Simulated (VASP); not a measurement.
NaH, 2 atoms in the cell. Symmetry: F-43m, No. 216, cubic system. The conventional cell has a = 5.088 Å, b = 5.088 Å, c = 5.088 Å, α = 90.00°, β = 90.00°, γ = 90.00°. Within 2.9 Å of Na (site symmetry -43m) lie 4 H at 2.20 Å. Within 2.9 Å of H (site symmetry -43m) lie 4 Na at 2.20 Å.  This cell differs from its parent crystal: volume changed by -6%.

| Quantity | Value |
| --- | --- |
| Program | VASP 6.6.1 |
| Task | single point |
| Functional | r2SCAN |
| Potentials or basis | VASP PAW PBE potentials, release 64 (Na_pv, H) |
| Cutoff | 520 eV |
| k mesh | 8 × 8 × 8 |
| Occupations | gaussian, width 0.01 eV |
| Spin | no spin polarisation |
| Dipole correction | no |
| Further INCAR settings | ALGO = Normal; EDIFF = 1e-07; NBANDS = 11 |

Potentials or basis: VASP PAW PBE potentials, release 64 (Na_pv, H).

The run is started by

```sh
$ cat potpaw_PBE.64/Na_pv/POTCAR potpaw_PBE.64/H/POTCAR > POTCAR
$ cp INCAR.step1 INCAR
$ mpirun -np 1 vasp_std > vasp.out
$ cp INCAR.step2 INCAR
$ mpirun -np 1 vasp_std > vasp.out
```

Hardware: 1 thread of Intel(R) Xeon(R) Platinum 8259CL CPU @ 2.50GHz (Skylake/Cascade Lake), on a shared host.

Problem. Estimate the wall time of this run.

Solution. It took 64 s on 1 thread of Intel(R) Xeon(R) Platinum 8259CL CPU @ 2.50GHz (Skylake/Cascade Lake), on a shared host, peak memory 0.15 GiB. Counts: k points 29.
